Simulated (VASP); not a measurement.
# Al in VASP: notebook

The runs below take Al through relaxation of cell and atoms, single point, with PBEsol.

Program: VASP 6.6.1. These are calculated values, not measurements. Logs are shortened: lines on timing, memory, paths and dates and some standing lists are left out, and cuts for length are marked.

### 1 The cell of the first run

Symmetry: Immm, No. 71, orthorhombic system. The conventional cell has a = 2.777 Å, b = 2.896 Å, c = 4.024 Å, α = 90.00°, β = 90.00°, γ = 90.00°. Al (site symmetry mmm) has 12 Al at 2.78 to 2.90 Å within 3.7 Å.

### 2 Relaxation of cell and atoms, PBEsol

INCAR reads:

```
SYSTEM = Al
  PREC = Accurate
  ENCUT = 600
  EDIFF = 1E-6
  ISMEAR = 0
  SIGMA = 0.1
  LREAL = .False.
  LASPH = .True.
  NELM = 80
  ALGO = Fast
  ISIF = 3
  LWAVE = .False.
  LCHARG = .False.
  GGA = PS
  IBRION = 2
  NSW = 100
  EDIFFG = -0.01
```

KPOINTS reads:

```
regular mesh
0
Gamma
  28 28 28
  0 0 0
```

POSCAR reads:

```
Al
1.0
   -1.3887368910      1.4480634882      2.0119394454
    1.3887368910     -1.4480634882      2.0119394454
    1.3887368910      1.4480634882     -2.0119394454
Al
1
Direct
    0.5000000000      0.0000000000      0.5000000000
```

Potentials or basis: VASP PAW PBE potentials, release 64 (Al).

On the command line:

```
> cat potpaw_PBE.64/Al/POTCAR > POTCAR
> mpirun -np 1 vasp_std > vasp.out
```

OUTCAR:

```text
SYSTEM = Al
   PREC = Accurate
   ENCUT = 600
   EDIFF = 1E-6
   ISMEAR = 0
   LREAL = .False.
   LASPH = .True.
   NELM = 80
   ISIF = 3
   GGA = PS
   IBRION = 2
   NSW = 100
   EDIFFG = -0.01

 ion  position               nearest neighbor table
   1  0.500  0.000  0.500-

  LATTYP: Found a body centered orthorhombic cell.
 ALAT       =     2.7774737820
 B/A-ratio  =     1.0427198252
 C/A-ratio  =     1.4487549502

  Lattice vectors:

 A1 = (  -1.3887368910,   1.4480634882,   2.0119394454)
 A2 = (   1.3887368910,  -1.4480634882,   2.0119394454)
 A3 = (   1.3887368910,   1.4480634882,  -2.0119394454)

Analysis of symmetry for initial positions (statically):
=====================================================================
 Subroutine PRICEL returns:
 Original cell was already a primitive cell.

 Routine SETGRP: Setting up the symmetry group for a
 body centered orthorhombic supercell.

 Subroutine GETGRP returns: Found  8 space group operations
 (whereof  8 operations were pure point group operations)
 out of a pool of  8 trial point group operations.

The static configuration has the point symmetry D_2h.

Analysis of symmetry for dynamics (positions and initial velocities):
=====================================================================
 Subroutine PRICEL returns:
 Original cell was already a primitive cell.

 Routine SETGRP: Setting up the symmetry group for a
 body centered orthorhombic supercell.

 Subroutine GETGRP returns: Found  8 space group operations
 (whereof  8 operations were pure point group operations)
 out of a pool of  8 trial point group operations.

The dynamic configuration has the point symmetry D_2h.

 Subroutine INISYM returns: Found  8 space group operations
 (whereof  8 operations are pure point group operations),
 and found     1 'primitive' translations

----------------------------------------------------------------------------------------

                                     Primitive cell

  volume of cell :      16.1839

  direct lattice vectors                    reciprocal lattice vectors
    -1.388736891  1.448063488  2.011939445     0.000000000  0.345288728  0.248516426
     1.388736891 -1.448063488  2.011939445     0.360039402  0.000000000  0.248516426
     1.388736891  1.448063488 -2.011939445     0.360039402  0.345288728  0.000000000

  length of vectors
     2.841369098  2.841369098  2.841369098     0.425422989  0.437480040  0.498851357

  position of ions in fractional coordinates (direct lattice)
     0.500000000  0.000000000  0.500000000

  ion indices of the primitive-cell ions
   primitive index   ion index
                 1           1

----------------------------------------------------------------------------------------

 KPOINTS: regular mesh

Automatic generation of k-mesh.
 Grid dimensions read from file:
 generate k-points for:   28   28   28

 Generating k-lattice:

  Cartesian coordinates                     Fractional coordinates (reciprocal lattice)
     0.000000000  0.012331740  0.008875587     0.035714286  0.000000000  0.000000000
     0.012858550  0.000000000  0.008875587     0.000000000  0.035714286  0.000000000
     0.012858550  0.012331740  0.000000000     0.000000000  0.000000000  0.035714286

  Length of vectors
     0.015193678  0.015624287  0.017816120

  Shift w.r.t. Gamma in fractional coordinates (k-lattice)
     0.000000000  0.000000000  0.000000000

 Subroutine IBZKPT returns following result:
 ===========================================

 Found   3060 irreducible k-points:

 Following reciprocal coordinates:
            Coordinates               Weight
  0.000000  0.000000  0.000000      1.000000
  0.035714  0.000000  0.000000      4.000000
  0.071429  0.000000  0.000000      4.000000
  0.107143  0.000000 -0.000000      4.000000
  0.142857 -0.000000  0.000000      4.000000
  0.178571 -0.000000  0.000000      4.000000
[... 16 lines left out ...]
  0.250000  0.035714  0.000000      8.000000
  0.285714  0.035714  0.000000      8.000000
 [... further k-points ...]
   k-points           NKPTS =   3060   k-points in BZ     NKDIM =   3060   number of bands    NBANDS=      5
   number of dos      NEDOS =    301   number of ions     NIONS =      1
   total plane-waves  NPLWV =  13824
   dimension x,y,z NGX =    24 NGY =   24 NGZ =   24
   dimension x,y,z NGXF=    48 NGYF=   48 NGZF=   48
   ions per type =               1
   NGX,Y,Z   is equivalent  to a cutoff of  14.04, 14.04, 14.04 a.u.
   NGXF,Y,Z  is equivalent  to a cutoff of  28.08, 28.08, 28.08 a.u.
 SYSTEM =  Al
   PREC   = accura    normal or accurate (medium, high low for compatibility)
   ISTART =      0    job   : 0-new  1-cont  2-samecut
   ICHARG =      2    charge: 1-file 2-atom 10-const
   ISPIN  =      1    spin polarized calculation?
   LNONCOLLINEAR =      F non collinear calculations
   LSORBIT =      F    spin-orbit coupling
   LASPH  =      T    aspherical Exc in radial PAW
   ENCUT  =  600.0 eV  44.10 Ry    6.64 a.u.   5.67  5.67  5.67*2*pi/ulx,y,z
   NELM   =     80;   NELMIN=  2; NELMDL= -5     # of ELM steps
   EDIFF  = 0.1E-05   stopping-criterion for ELM
   LREAL  =      F    real-space projection
   EDIFFG = -.1E-01   stopping-criterion for IOM
   NSW    =    100    number of steps for IOM
   IBRION =      2    ionic relax: 0-MD 1-quasi-New 2-CG
   NFREE  =      1    steps in history (QN), initial steepest desc. (CG)
   ISIF   =      3    stress and relaxation
   ISYM   =      2    0-nonsym 1-usesym 2-fastsym
   POTIM  = 0.5000    time-step for ionic-motion
   TEBEG  =    0.0;   TEEND  =   0.0 temperature during run
   PSTRESS=    0.0 pullay stress
   NELECT =       3.0000    total number of electrons
   NUPDOWN=      -1.0000    fix difference up-down
   EMIN   =  10.00;   EMAX   =-10.00  energy-range for DOS
   EFERMI =   0.00;   METHOD = LEGACY
   ISMEAR =     0;   SIGMA  =   0.10  broadening in eV -4-tet -1-fermi 0-gaus
   EFERMI_NEDOS =   21; number of points for ismear=-14 and -15
   IALGO  =     68    algorithm
   IMIX   =      4    mixing-type and parameters
     AMIX     =   0.40;   BMIX     =  1.00
     AMIX_MAG =   1.60;   BMIX_MAG =  1.00
  volume/ion in A,a.u.               =      16.18       109.21
  Fermi-wavevector in a.u.,A,eV,Ry     =   0.933443  1.763951 11.854969  0.871316
  Thomas-Fermi vector in A             =   2.060145
   LORBIT       =      0    0 simple, 1 ext, 2 COOP (PROOUT), +10 PAW based schemes
   GGA     = PS    functional components
   LHFCALC =     F    Hartree Fock is set to
   AEXX    =    0.0000 exact exchange contribution
   IVDW    =     0    specifies the selected vdW correction
   LEPSILON=     F    determine dielectric tensor
   LRPA    =     F    only Hartree local field effects (RPA)
 conjugate gradient relaxation of ions
 non-spin polarized calculation
 RMM-DIIS sequential band-by-band and
 Gauss-broadening in eV      SIGMA  =   0.10
  energy-cutoff  :      600.00
  volume of cell :       16.18
 maximum number of plane-waves:       558
   NGX = 11   NGY = 11   NGZ = 11

--------------------------------------- Ionic step        1  -------------------------------------------

 number of electron       3.0000000 magnetization

 Free energy of the ion-electron system (eV)
  ---------------------------------------------------
  ext. energy  EPLUGINS =         0.00000000
  ---------------------------------------------------
  free energy    TOTEN  =        -4.08977392 eV

  energy without entropy =       -4.08770700  energy(sigma->0) =       -4.08874046

------------------------ aborting loop because EDIFF is reached ----------------------------------------

  FORCE on cell =-STRESS in cart. coord.  units (eV):
  Direction    XX          YY          ZZ          XY          YZ          ZX
  --------------------------------------------------------------------------------------
  -------------------------------------------------------------------------------------
  Total        0.1740364     -0.1325080      0.0071234     -0.0000000      0.0000000      0.0000000
  in kB       17.2293193    -13.1180805      0.7052019     -0.0000000      0.0000000      0.0000000
  external PRESSURE =       1.6054802 kB  Pullay stress =       0.0000000 kB
[... 160 lines left out ...]
  energy  without entropy=       -4.0905802961  energy(sigma->0) =       -4.09161607

--------------------------------------- Ionic step        6  -------------------------------------------

 number of electron       3.0000000 magnetization

 Free energy of the ion-electron system (eV)
  ---------------------------------------------------
  ext. energy  EPLUGINS =         0.00000000
  ---------------------------------------------------
  free energy    TOTEN  =        -4.09268794 eV

  energy without entropy =       -4.09061825  energy(sigma->0) =       -4.09165309

 E-fermi :   8.1479     XC(G=0): -10.3262

 val. band max:        8.1476561958   @ k =   0.4643  -0.4286   0.1786
 cond. band min:       8.1502741736   @ k =  -0.4643  -0.4286   0.1071
 fundamental gap:      0.0026179778
 Fermi energy:         8.1479418510

 k-point     1 :       0.0000    0.0000    0.0000
  band No.  band energies     occupation
      1      -3.1129      2.00000
      2      20.8399      0.00000
      3      20.8523      0.00000
      4      20.8538      0.00000
      5      22.4842      0.00000

 k-point     2 :       0.0357    0.0000    0.0000
  band No.  band energies     occupation
      1      -3.0778      2.00000
      2      20.0767      0.00000
      3      20.7067      0.00000
      4      20.7144      0.00000
      5      22.6794      0.00000
[... 169 lines left out ...]
 k-point    24 :       0.2857    0.0357    0.0000
  band No.  band energies     occupation
      1      -0.6650      2.00000
      2       9.9147      0.00000
      3      18.0625      0.00000
      4      19.8244      0.00000
      5      21.5048      0.00000

 [... further k-points ...]

------------------------ aborting loop because EDIFF is reached ----------------------------------------

  FORCE on cell =-STRESS in cart. coord.  units (eV):
  Direction    XX          YY          ZZ          XY          YZ          ZX
  --------------------------------------------------------------------------------------
  -------------------------------------------------------------------------------------
  Total        0.0020741      0.0022688     -0.0041383     -0.0000000      0.0000000      0.0000000
  in kB        0.2052550      0.2245245     -0.4095303     -0.0000000      0.0000000      0.0000000
  external PRESSURE =       0.0067497 kB  Pullay stress =       0.0000000 kB
[... 16 lines left out ...]
  FREE ENERGIE OF THE ION-ELECTRON SYSTEM (eV)
  ---------------------------------------------------
  free  energy   TOTEN  =        -4.0926879370 eV

  energy  without entropy=       -4.0906182451  energy(sigma->0) =       -4.09165309

 reached required accuracy - stopping structural energy minimisation
```

It took 4.2 min on 1 thread of Intel Xeon Platinum 8559C (Emerald Rapids), shared host; peak memory 0.45 GiB.

What came out:

```
Free energy                            : -4.0927 eV
Relaxed volume                         : 16.19 Å³/atom
Relaxed cell                           : a = 2.840 Å, b = 2.840 Å, c = 2.840 Å, α = 120.04°, β = 120.04°, γ = 89.93°
Space group after relaxing (to 0.05 Å) : Fm-3m (No. 225)
Energy gained by relaxing              : 2.9 meV/atom
Ionic steps                            : 6
Pressure after relaxing                : 0.0 GPa
```

Step by step:
```tsv
step	energy change (eV)	largest force (eV/Å)	pressure (GPa)	volume (Å³)
1	0.0000	0.0000	0.16	16.18
2	-0.0018	0.0000	-0.11	16.22
3	-0.0028	0.0000	-0.47	16.28
4	-0.0028	0.0000	-0.45	16.28
5	-0.0029	0.0000	0.24	16.14
6	-0.0029	0.0000	0.00	16.19
```

Final structure:
```yaml
crystal:
  lattice:
    - [-1.41926, 1.41919, 2.00948]
    - [1.41926, -1.41919, 2.00948]
    - [1.41926, 1.41919, -2.00948]
  atoms:
    - { symbol: Al, position: [0.50000, 0.00000, 0.50000] }
```

Levels at points of the mesh, in eV from the Fermi level:
```
           k point  band 1  band 2  band 3  band 4
(0.00, 0.00, 0.00)  -11.26   12.69   12.70   12.71
(0.50, 0.00, 0.00)   -4.67   -4.40   11.51   11.54
(0.00, 0.50, 0.00)   -4.67   -4.40   11.54   11.58
(0.50, 0.50, 0.00)   -2.96   -1.60    5.25    5.66
(0.50, 0.50, 0.50)   -2.98   -1.63    5.27    5.69
```

Caveat: the PAW data sets were made with another functional, which shifts forces and pressure a little.

### 3 Single point, PBEsol

INCAR reads:

```
  PREC = Accurate
  ENCUT = 520
  EDIFF = 1E-7
  ISMEAR = 0
  SIGMA = 0.1
  LREAL = False
  LASPH = True
  NELM = 80
  ALGO = Normal
  ISIF = 2
  LWAVE = False
  LCHARG = True
  GGA = PS
  LELF = True
  LVHAR = True
  NBANDS = 8
```

KPOINTS reads:

```
regular mesh
0
Gamma
  24 24 24
```

POSCAR reads:

```
Al
1.0
    0.0000000000      2.0066491991      2.0066491991
    2.0066491991      0.0000000000      2.0066491991
    2.0066491991      2.0066491991      0.0000000000
Al
1
Direct
    0.0000000000      0.0000000000      0.0000000000
```

Potentials or basis: VASP PAW PBE potentials, release 64 (Al).

On the command line:

```
> cat potpaw_PBE.64/Al/POTCAR > POTCAR
> mpirun -np 1 vasp_std > vasp.out
```

Wall time 1.9 min (1 thread of AMD EPYC 7R13, shared host); peak memory 0.14 GiB.

The run converged. Its results:

* Free energy: -4.0918 eV
* Pressure: 0.1 GPa

Levels at points of the mesh, in eV from the Fermi level:
```tsv
k point	band 1	band 2	band 3	band 4
(0.00, 0.00, 0.00)	-11.28	12.70	12.70	12.70
(0.50, 0.00, 0.00)	-4.69	-4.41	11.52	11.52
(0.50, 0.50, 0.00)	-2.98	-1.62	5.25	5.67
```

Caveat: the PAW data sets were made with another functional, which shifts forces and pressure a little.

### 4 Relaxation of cell and atoms, PBEsol

This run uses another cell than the first one, of 16.22 Å³/atom, 1.002 times its volume.

INCAR reads:

```
SYSTEM = Al
PREC     = Accurate       ! precision mode
ENCUT    = 600            ! plane-wave cutoff, eV
EDIFF    = 1E-7           ! SCF threshold, eV
ISMEAR   = 0              ! smearing method
SIGMA    = 0.1            ! smearing width, eV
LREAL    = .False.        ! projectors in reciprocal space
LASPH    = .True.         ! aspherical terms in the spheres
NELM     = 60             ! most SCF steps
ALGO     = Normal         ! electronic algorithm
ISIF     = 3              ! what is computed and relaxed
LWAVE    = .False.        ! write WAVECAR
LCHARG   = .False.        ! write CHGCAR
GGA      = PS             ! functional
IBRION   = 2              ! ionic algorithm
NSW      = 100            ! ionic steps
EDIFFG   = -0.01          ! ionic threshold
```

KPOINTS reads:

```
regular mesh
0
Gamma
  24 24 24
  0 0 0
```

POSCAR reads:

```
Al
1.0
    0.0000000000      2.0092929141      2.0092929141
    2.0092929141      0.0000000000      2.0092929141
    2.0092929141      2.0092929141      0.0000000000
Al
1
Direct
    0.0000000000      0.0000000000      0.0000000000
```

On the command line:

```
> cat potpaw_PBE.64/Al/POTCAR > POTCAR
> mpirun -np 1 vasp_std > vasp.out
```

It took 76 s on 1 thread of AMD EPYC 7R13, shared host; peak memory 0.14 GiB.

It converged, with:

```
Free energy                            : -4.0918 eV
Relaxed volume                         : 16.17 Å³/atom
Relaxed cell                           : a = 2.838 Å, b = 2.838 Å, c = 2.838 Å, α = 60.00°, β = 60.00°, γ = 60.00°
Space group after relaxing (to 0.05 Å) : Fm-3m (No. 225)
Energy gained by relaxing              : 0.0 meV/atom
Ionic steps                            : 2
Pressure after relaxing                : 0.0 GPa
```

Final structure:
```cif
data_structure
_symmetry_space_group_name_H-M 'P 1'
_symmetry_Int_Tables_number 1
_cell_length_a 2.8383
_cell_length_b 2.8383
_cell_length_c 2.8383
_cell_angle_alpha 60.000
_cell_angle_beta 60.000
_cell_angle_gamma 60.000
_cell_volume 16.17
loop_
_atom_site_label
_atom_site_type_symbol
_atom_site_fract_x
_atom_site_fract_y
_atom_site_fract_z
_atom_site_occupancy
Al1 Al 0.00000 0.00000 0.00000 1
```

Levels at points of the mesh, in eV from the Fermi level:
| k point | band 1 | band 2 | band 3 | band 4 |
| --- | --- | --- | --- | --- |
| (0.00, 0.00, 0.00) | -11.28 | 12.70 | 12.70 | 12.70 |
| (0.50, 0.00, 0.00) | -4.68 | -4.41 | 11.52 | 11.52 |
| (0.50, 0.50, 0.00) | -2.98 | -1.62 | 5.25 | 5.67 |

Caveat: the PAW data sets were made with another functional, which shifts forces and pressure a little.

(Part 1 of 2 ends here.)
